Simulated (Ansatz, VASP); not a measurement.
## One calculation of SiO2, two programs

File INCAR:

```
SYSTEM = SiO2
PREC = Accurate
ENCUT = 520
EDIFF = 1E-6
ISMEAR = 0
SIGMA = 0.05
LREAL = .False.
LASPH = .True.
NELM = 60
ALGO = Normal
ISIF = 2
LWAVE = .False.
LCHARG = .False.
GGA = PE
NBANDS = 25
```

KPOINTS

```
regular mesh
0
Gamma
  6 6 8
  0 0 0
```

File POSCAR:

```
SiO2
1.0
    4.1406000000      0.0000000000      0.0000000000
    0.0000000000      4.1406000000      0.0000000000
    0.0000000000      0.0000000000      2.5284000000
Si O
2 4
Direct
    0.5000000000      0.5000000000      0.5000000000
    0.0000000000      0.0000000000      0.0000000000
    0.6930127928      0.6930127928      0.0000000000
    0.1930127928      0.8069872072      0.5000000000
    0.3069872072      0.3069872072      0.0000000000
    0.8069872072      0.1930127928      0.5000000000
```

Input for Ansatz:

```yaml
crystal:
  lattice:
    - [4.1406, 0.0, 0.0]
    - [0.0, 4.1406, 0.0]
    - [0.0, 0.0, 2.5284]
  atoms:
    - { symbol: Si, position: [0.5, 0.5, 0.5] }
    - { symbol: Si, position: [0.0, 0.0, 0.0] }
    - { symbol: O, position: [0.6930127928, 0.6930127928, 0.0] }
    - { symbol: O, position: [0.1930127928, 0.8069872072, 0.5] }
    - { symbol: O, position: [0.3069872072, 0.3069872072, 0.0] }
    - { symbol: O, position: [0.8069872072, 0.1930127928, 0.5] }
basis:
  ecutwfc: 520.0
kpoints:
  mp_grid: { grid: [6, 6, 8] }
hamiltonian:
  xc: pbe
  pseudopotentials: { kind: paw, azcp: { folder: soft_1 } }
scf:
  occupations: { method: gaussian, width: 0.05 }
output:
  forces: true
  stress: true
  eigenvalues: true
```

Alike in both runs: task single point; functional PBE; k mesh 6 × 6 × 8; occupations gaussian, width 0.05 eV; no spin polarisation.

```csv
,VASP,Ansatz
version,VASP 6.6.1,Ansatz 0.2.0
potentials or method,"VASP PAW PBE potentials, release 64 (Si, O), cutoff 520 eV","scalar-relativistic, plane waves, PAW"
valence electrons in the cell,32,32
```

```tsv
	VASP	Ansatz	Ansatz less VASP
gap on the k mesh at the Fermi level (eV)	7.14	7.16	+0.016
least direct gap on the mesh (eV)	7.14	7.16	+0.016
rms of the force components (eV/Å)	0.368	0.349	-0.0190
```

Atom by atom the forces differ by 0.019 eV/Å (rms over components).
